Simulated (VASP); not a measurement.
# CdS in VASP: further runs

CdS is run at these levels: r2SCAN, PBE; tasks: single point.

Program: VASP 6.6.1. These are calculated values, not measurements. Logs are shortened: lines on timing, memory, paths and dates and some standing lists are left out, and cuts for length are marked.

## 1. The cell of the first run

The structure is tetragonal, space group I-4m2 (No. 119). The conventional cell has a = 4.115 Å, b = 4.115 Å, c = 5.963 Å, α = 90.00°, β = 90.00°, γ = 90.00°. Cd (site symmetry -4m2) has 4 S at 2.54 Å within 3.4 Å. S (site symmetry -4m2) has 4 Cd at 2.54 Å within 3.4 Å.

## 2. Single point, r2SCAN (epitaxial xy strain -1.0%)

Contents of POSCAR:

```
CdS
1.0
    0.0000000000      2.9098226932      2.9816746343
    2.9098226932      0.0000000000      2.9816746343
    2.9098226932      2.9098226932      0.0000000000
Cd S
1 1
Direct
    0.0000000000      0.0000000000      0.0000000000
    0.2500000000      0.2500000000      0.2500000000
```

Contents of INCAR.step1:

```
SYSTEM = CdS
ALGO     = Normal         ! electronic algorithm
EDIFF    = 1E-4           ! SCF threshold, eV
ENCUT    = 520            ! plane-wave cutoff, eV
GGA      = PE             ! functional
ISMEAR   = 0              ! smearing method
LASPH    = .True.         ! aspherical terms in the spheres
LCHARG   = .False.        ! write CHGCAR
LREAL    = .False.        ! projectors in reciprocal space
LWAVE    = .True.         ! write WAVECAR
NBANDS   = 16             ! bands
NELM     = 60             ! most SCF steps
PREC     = Accurate       ! precision mode
SIGMA    = 0.01           ! smearing width, eV
```

Contents of INCAR.step2:

```
SYSTEM = CdS
ALGO     = Normal         ! electronic algorithm
EDIFF    = 1E-6           ! SCF threshold, eV
ENCUT    = 520            ! plane-wave cutoff, eV
ISIF     = 2              ! what is computed and relaxed
ISMEAR   = 0              ! smearing method
ISTART   = 1            
LASPH    = .True.         ! aspherical terms in the spheres
LCHARG   = .False.        ! write CHGCAR
LMIXTAU  = .True.       
LREAL    = .False.        ! projectors in reciprocal space
LWAVE    = .False.        ! write WAVECAR
METAGGA  = R2SCAN         ! meta-GGA
NBANDS   = 16             ! bands
NELM     = 60             ! most SCF steps
PREC     = Accurate       ! precision mode
SIGMA    = 0.01           ! smearing width, eV
```

Contents of KPOINTS:

```
k-points
0
Gamma
  8 8 8
  0 0 0
```

Potentials or basis: VASP PAW PBE potentials, release 64 (Cd, S).

On the command line:

```bash
> cat potpaw_PBE.64/Cd/POTCAR potpaw_PBE.64/S/POTCAR > POTCAR
> cp INCAR.step1 INCAR
> mpirun -np 1 vasp_std > vasp.out
> cp INCAR.step2 INCAR
> mpirun -np 1 vasp_std > vasp.out
```

OUTCAR:

```text
SYSTEM = CdS
   EDIFF = 1E-6
   ENCUT = 520
   ISIF = 2
   ISMEAR = 0
   ISTART = 1
   LASPH = .True.
   LREAL = .False.
   METAGGA = R2SCAN
   NELM = 60
   PREC = Accurate

 ion  position               nearest neighbor table
   1  0.000  0.000  0.000-   2 2.54   2 2.54   2 2.54   2 2.54
   2  0.250  0.250  0.250-   1 2.54   1 2.54   1 2.54   1 2.54

  LATTYP: Found a body centered tetragonal cell.
 ALAT       =     4.1151107168
 C/A-ratio  =     1.4491345869

  Lattice vectors:

 A1 = (  -2.9098226932,   0.0000000000,   2.9816746343)
 A2 = (   2.9098226932,   0.0000000000,   2.9816746343)
 A3 = (   0.0000000000,   2.9098226932,  -2.9816746343)

Analysis of symmetry for initial positions (statically):
=====================================================================
 Subroutine PRICEL returns:
 Original cell was already a primitive cell.

 Routine SETGRP: Setting up the symmetry group for a
 body centered tetragonal supercell.

 Subroutine GETGRP returns: Found  8 space group operations
 (whereof  8 operations were pure point group operations)
 out of a pool of 16 trial point group operations.

The static configuration has the point symmetry D_2d.

Analysis of symmetry for dynamics (positions and initial velocities):
=====================================================================
 Subroutine PRICEL returns:
 Original cell was already a primitive cell.

 Routine SETGRP: Setting up the symmetry group for a
 body centered tetragonal supercell.

 Subroutine GETGRP returns: Found  8 space group operations
 (whereof  8 operations were pure point group operations)
 out of a pool of 16 trial point group operations.

The dynamic configuration has the point symmetry D_2d.

 Subroutine INISYM returns: Found  8 space group operations
 (whereof  8 operations are pure point group operations),
 and found     1 'primitive' translations

----------------------------------------------------------------------------------------

                                     Primitive cell

  volume of cell :      50.4921

  direct lattice vectors                    reciprocal lattice vectors
     0.000000000  2.909822693  2.981674634    -0.171831776  0.171831776  0.167691000
     2.909822693  0.000000000  2.981674634     0.171831776 -0.171831776  0.167691000
     2.909822693  2.909822693  0.000000000     0.171831776  0.171831776 -0.167691000

  length of vectors
     4.166227518  4.166227518  4.115110717     0.295250046  0.295250046  0.295250046

  position of ions in fractional coordinates (direct lattice)
     0.000000000  0.000000000  0.000000000
     0.250000000  0.250000000  0.250000000

  ion indices of the primitive-cell ions
   primitive index   ion index
                 1           1
                 2           2

----------------------------------------------------------------------------------------

 KPOINTS: k-points

Automatic generation of k-mesh.
 Grid dimensions read from file:
 generate k-points for:    8    8    8

 Generating k-lattice:

  Cartesian coordinates                     Fractional coordinates (reciprocal lattice)
    -0.021478972  0.021478972  0.020961375     0.125000000  0.000000000  0.000000000
     0.021478972 -0.021478972  0.020961375     0.000000000  0.125000000  0.000000000
     0.021478972  0.021478972 -0.020961375     0.000000000  0.000000000  0.125000000

  Length of vectors
     0.036906256  0.036906256  0.036906256

  Shift w.r.t. Gamma in fractional coordinates (k-lattice)
     0.000000000  0.000000000  0.000000000

 Subroutine IBZKPT returns following result:
 ===========================================

 Found     59 irreducible k-points:

 Following reciprocal coordinates:
            Coordinates               Weight
  0.000000  0.000000  0.000000      1.000000
  0.125000  0.000000  0.000000      8.000000
  0.250000  0.000000  0.000000      8.000000
  0.375000  0.000000  0.000000      8.000000
  0.500000  0.000000  0.000000      4.000000
  0.125000  0.125000  0.000000      2.000000
[... 16 lines left out ...]
  0.250000  0.000000  0.125000     16.000000
  0.375000  0.000000  0.125000     16.000000
 [... further k-points ...]
   k-points           NKPTS =     59   k-points in BZ     NKDIM =     59   number of bands    NBANDS=     16
   number of dos      NEDOS =    301   number of ions     NIONS =      2
   total plane-waves  NPLWV =  32768
   dimension x,y,z NGX =    32 NGY =   32 NGZ =   32
   dimension x,y,z NGXF=    64 NGYF=   64 NGZF=   64
   ions per type =               1   1
   NGX,Y,Z   is equivalent  to a cutoff of  12.77, 12.77, 12.93 a.u.
   NGXF,Y,Z  is equivalent  to a cutoff of  25.54, 25.54, 25.86 a.u.
 SYSTEM =  CdS
   PREC   = accura    normal or accurate (medium, high low for compatibility)
   ISTART =      1    job   : 0-new  1-cont  2-samecut
   ICHARG =      0    charge: 1-file 2-atom 10-const
   ISPIN  =      1    spin polarized calculation?
   LNONCOLLINEAR =      F non collinear calculations
   LSORBIT =      F    spin-orbit coupling
   LASPH  =      T    aspherical Exc in radial PAW
   ENCUT  =  520.0 eV  38.22 Ry    6.18 a.u.   7.75  7.75  7.65*2*pi/ulx,y,z
   NELM   =     60;   NELMIN=  2; NELMDL=  0     # of ELM steps
   EDIFF  = 0.1E-05   stopping-criterion for ELM
   LREAL  =      F    real-space projection
   EDIFFG = 0.1E-04   stopping-criterion for IOM
   NSW    =      0    number of steps for IOM
   IBRION =     -1    ionic relax: 0-MD 1-quasi-New 2-CG
   NFREE  =      0    steps in history (QN), initial steepest desc. (CG)
   ISIF   =      2    stress and relaxation
   ISYM   =      2    0-nonsym 1-usesym 2-fastsym
   POTIM  = 0.5000    time-step for ionic-motion
   TEBEG  =    0.0;   TEEND  =   0.0 temperature during run
   PSTRESS=    0.0 pullay stress
   NELECT =      18.0000    total number of electrons
   NUPDOWN=      -1.0000    fix difference up-down
   EMIN   =  10.00;   EMAX   =-10.00  energy-range for DOS
   EFERMI =   0.00;   METHOD = LEGACY
   ISMEAR =     0;   SIGMA  =   0.01  broadening in eV -4-tet -1-fermi 0-gaus
   EFERMI_NEDOS =   21; number of points for ismear=-14 and -15
   IALGO  =     38    algorithm
   IMIX   =      4    mixing-type and parameters
     AMIX     =   0.40;   BMIX     =  1.00
     AMIX_MAG =   1.60;   BMIX_MAG =  1.00
  volume/ion in A,a.u.               =      25.25       170.37
  Fermi-wavevector in a.u.,A,eV,Ry     =   1.160801  2.193596 18.333303  1.347460
  Thomas-Fermi vector in A             =   2.297380
   LORBIT       =      0    0 simple, 1 ext, 2 COOP (PROOUT), +10 PAW based schemes
   METAGGA = R2SCAN    functional components
   LHFCALC =     F    Hartree Fock is set to
   AEXX    =    0.0000 exact exchange contribution
   IVDW    =     0    specifies the selected vdW correction
   LEPSILON=     F    determine dielectric tensor
   LRPA    =     F    only Hartree local field effects (RPA)
 non-spin polarized calculation
 Gauss-broadening in eV      SIGMA  =   0.01
  energy-cutoff  :      520.00
  volume of cell :       50.49
 maximum number of plane-waves:      1379
   NGX = 15   NGY = 15   NGZ = 15

 number of electron      18.0000004 magnetization

 Free energy of the ion-electron system (eV)
  ---------------------------------------------------
  ext. energy  EPLUGINS =         0.00000000
  ---------------------------------------------------
  free energy    TOTEN  =       -29.68390175 eV

  energy without entropy =      -29.68390175  energy(sigma->0) =      -29.68390175

 E-fermi :   0.9822     XC(G=0):  -9.6477

 val. band max:        0.9254149886   @ k =   0.0000   0.0000   0.0000
 cond. band min:       2.4509041937   @ k =   0.0000   0.0000   0.0000
 fundamental gap:      1.5254892051
 Fermi energy:         0.9821690460

 k-point     1 :       0.0000    0.0000    0.0000
  band No.  band energies     occupation
      1     -11.8646      2.00000
      2      -7.0144      2.00000
      3      -6.9991      2.00000
      4      -6.9991      2.00000
      5      -6.5202      2.00000
      6      -6.5126      2.00000
[... 8 lines left out ...]
     15      12.8107      0.00000
     16      13.0578      0.00000

 k-point     2 :       0.1250    0.0000    0.0000
  band No.  band energies     occupation
      1     -11.8043      2.00000
      2      -6.9881      2.00000
      3      -6.9764      2.00000
      4      -6.9458      2.00000
      5      -6.5200      2.00000
      6      -6.5143      2.00000
[... 8 lines left out ...]
     15      12.3853      0.00000
     16      13.3564      0.00000

 k-point     3 :       0.2500    0.0000    0.0000
  band No.  band energies     occupation
      1     -11.6580      2.00000
      2      -6.9388      2.00000
      3      -6.9264      2.00000
      4      -6.7477      2.00000
      5      -6.5119      2.00000
      6      -6.5113      2.00000
[... 8 lines left out ...]
     15      12.0749      0.00000
     16      12.6426      0.00000

 k-point     4 :       0.3750    0.0000    0.0000
  band No.  band energies     occupation
      1     -11.5118      2.00000
      2      -6.9012      2.00000
      3      -6.8862      2.00000
      4      -6.4966      2.00000
      5      -6.4908      2.00000
      6      -6.3918      2.00000
[... 8 lines left out ...]
     15      12.9180      0.00000
     16      12.9911      0.00000
[... 324 lines left out ...]
 k-point    22 :       0.1250    0.0000    0.1250
  band No.  band energies     occupation
      1     -11.7834      2.00000
      2      -6.9703      2.00000
      3      -6.9547      2.00000
      4      -6.9519      2.00000
      5      -6.5290      2.00000
      6      -6.5053      2.00000
[... 8 lines left out ...]
     15      12.8790      0.00000
     16      14.0720      0.00000

 k-point    23 :       0.2500    0.0000    0.1250
  band No.  band energies     occupation
      1     -11.6655      2.00000
      2      -6.9299      2.00000
      3      -6.9079      2.00000
      4      -6.8121      2.00000
      5      -6.5304      2.00000
      6      -6.4919      2.00000
[... 8 lines left out ...]
     15      12.7973      0.00000
     16      14.0515      0.00000

 k-point    24 :       0.3750    0.0000    0.1250
  band No.  band energies     occupation
      1     -11.5200      2.00000
      2      -6.8893      2.00000
      3      -6.8634      2.00000
      4      -6.5952      2.00000
      5      -6.4785      2.00000
      6      -6.4210      2.00000
[... 8 lines left out ...]
     15      13.3660      0.00000
     16      13.6142      0.00000

 [... further k-points ...]
[... 5 lines left out ...]
  --------------------------------------------------------------------------------------
  -------------------------------------------------------------------------------------
  Total        0.2480063      0.2480063      0.1019745      0.0000000      0.0000000     -0.0000000
  in kB        7.8695521      7.8695521      3.2357795      0.0000000      0.0000000     -0.0000000
  external PRESSURE =       6.3249613 kB  Pullay stress =       0.0000000 kB

 VOLUME and BASIS-vectors are now :
 -----------------------------------------------------------------------------
  energy-cutoff  :      520.00
  volume of cell :       50.49
      direct lattice vectors                 reciprocal lattice vectors
     0.000000000  2.909822693  2.981674634    -0.171831776  0.171831776  0.167691000
     2.909822693  0.000000000  2.981674634     0.171831776 -0.171831776  0.167691000
     2.909822693  2.909822693  0.000000000     0.171831776  0.171831776 -0.167691000

 POSITION                                       TOTAL-FORCE (eV/Angst)
 -----------------------------------------------------------------------------------
      0.00000      0.00000      0.00000         0.000000      0.000000     -0.000000
      1.45491      1.45491      1.49084        -0.000000     -0.000000      0.000000
 -----------------------------------------------------------------------------------
    total drift:                               -0.000003     -0.000003     -0.000008

  FREE ENERGIE OF THE ION-ELECTRON SYSTEM (eV)
  ---------------------------------------------------
  free  energy   TOTEN  =       -29.6839017517 eV

  energy  without entropy=      -29.6839017517  energy(sigma->0) =      -29.68390175
```

It took 56 s on 1 thread of Intel Xeon 6975P-C (Granite Rapids), shared host; peak memory 0.21 GiB.

What came out:

```yaml
Free_energy: -29.6839 eV
Pressure: 0.6 GPa
Band_gap_on_the_k_mesh: 1.53 eV
```

Levels at points of the mesh, in eV from the valence-band top:
| k point | band 5 | band 6 | band 7 | band 8 | band 9 | band 10 | band 11 | band 12 | band 13 | band 14 |
| --- | --- | --- | --- | --- | --- | --- | --- | --- | --- | --- |
| (0.00, 0.00, 0.00) | -7.45 | -7.44 | -0.08 | 0.00 | 0.00 | 1.53 | 7.06 | 7.06 | 7.06 | 11.72 |
| (0.50, 0.00, 0.00) | -7.40 | -7.07 | -4.38 | -0.82 | -0.72 | 3.42 | 7.36 | 7.55 | 7.83 | 11.48 |
| (0.50, 0.50, 0.00) | -7.36 | -7.04 | -4.02 | -1.82 | -1.82 | 3.91 | 4.85 | 9.52 | 11.46 | 11.46 |
| (0.50, 0.00, 0.50) | -7.36 | -6.99 | -3.87 | -1.94 | -1.90 | 3.82 | 4.64 | 9.77 | 11.23 | 11.53 |

Caveat: the cell differs from its parent crystal (epitaxial xy strain -1.0%); the PAW data sets were made with another functional, which shifts forces and pressure a little.

## 3. Single point, PBE (shear xy strain -2.5%)

Contents of INCAR:

```
  ALGO = Normal
  EDIFF = 1E-7
  ENCUT = 520
  GGA = PE
  ISIF = 2
  ISMEAR = -1
  LASPH = T
  LCHARG = F
  LREAL = F
  LWAVE = F
  NBANDS = 16
  NELM = 80
  PREC = Accurate
  SIGMA = 0.02
```

Contents of KPOINTS:

```
k-points
0
Gamma
  8 8 8
```

Contents of POSCAR:

```
CdS
1.0
   -0.0367401855      2.9392148416      2.9392148416
    2.9392148416     -0.0367401855      2.9392148416
    2.9024746561      2.9024746561      0.0000000000
Cd S
1 1
Direct
   -0.0027671664     -0.0027671664      0.0027671664
    0.2527671664      0.2527671664      0.2472328336
```

Potentials or basis: VASP PAW PBE potentials, release 64 (Cd, S).

On the command line:

```bash
> cat potpaw_PBE.64/Cd/POTCAR potpaw_PBE.64/S/POTCAR > POTCAR
> mpirun -np 1 vasp_std > vasp.out
```

Wall time 25 s (1 thread of Intel Xeon 6975P-C (Granite Rapids), shared host); peak memory 0.22 GiB.

The run converged. Its results:

- Free energy: -6.1367 eV
- Pressure: 1.7 GPa
- Band gap on the k mesh: 1.05 eV

Stress tensor (GPa, compression positive):
```
1.70 0.63 0.00
0.63 1.70 0.00
0.00 0.00 1.70
```

Levels at points of the mesh, in eV from the valence-band top:
```
           k point  band 7  band 8  band 9  band 10  band 11  band 12
(0.00, 0.00, 0.00)   -0.09   -0.05    0.00     1.05     6.36     6.51
(0.50, 0.00, 0.00)   -4.34   -0.78   -0.70     3.01     7.02     7.04
(0.50, 0.50, 0.00)   -3.90   -1.95   -1.74     3.49     4.33     9.09
(0.00, 0.00, 0.50)   -4.28   -0.83   -0.75     2.86     6.89     6.89
(0.50, 0.00, 0.50)   -3.90   -1.84   -1.84     3.54     4.27     9.06
```

Caveat: the cell differs from its parent crystal (shear xy strain -2.5%).
